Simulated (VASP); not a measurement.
Wanted: the native input for a VASP 6.6.1 run.

| Property | Result |
| --- | --- |
| Task | single point |
| Functional | PBEsol |
| Potentials or basis | VASP PAW PBE potentials, release 64 (O) |
| Cutoff | 600 eV |
| k mesh | 20 × 20 × 20 |
| Occupations | gaussian, width 0.15 eV |
| Spin | no spin polarisation |
| Dipole correction | no |
| Further INCAR settings | ALGO = Normal; EDIFF = 1e-06; NBANDS = 13 |

The structure of O lies in POSCAR:

```
O
1.0
    0.0000000000      1.6090153032      4.3402002879
    1.6145318042      0.0000000000      4.3402002879
    1.6145318042      1.6090153032      0.0000000000
O
2
Direct
    0.0756312841      0.0756312841      0.9243687159
    0.9243687159      0.9243687159      0.0756312841
```

This cell differs from its parent crystal: atoms shifted along a free coordinate.

These files were run (other wordings do the same):

INCAR

```
SYSTEM = O
ALGO = Normal
EDIFF = 1E-6
ENCUT = 600
GGA = PS
GGA_COMPAT = .False.
ISIF = 2
ISMEAR = 0
LASPH = .True.
LCHARG = .False.
LREAL = .False.
LWAVE = .False.
NBANDS = 13
NELM = 120
PREC = Accurate
SIGMA = 0.15
```

KPOINTS

```
k-points
0
Gamma
  20 20 20
  0 0 0
```

Potentials or basis: VASP PAW PBE potentials, release 64 (O).

Command:

```console
$ cat potpaw_PBE.64/O/POTCAR > POTCAR
$ mpirun -np 1 vasp_std > vasp.out
```

Results of the run:

```yaml
Pressure: -11.9 GPa
Largest_force: 4.964 eV/Å
Band_gap_on_the_k_mesh: zero (bands 6 and 7 overlap by 3.11 eV)
```

Caveat: the cell differs from its parent crystal (atoms shifted along a free coordinate); spin is off for a triplet molecule; the stress differs along the axes, from -47 to 5 GPa; this functional lacks dispersion, which holds the molecules together, so the pressure and a relaxed volume are unreliable; the PAW data sets were made with another functional, which shifts forces and pressure a little.

Run time: 3.3 min on 1 thread of Intel(R) Xeon(R) Platinum 8488C (Sapphire Rapids), on a shared host, peak memory 0.42 GiB.
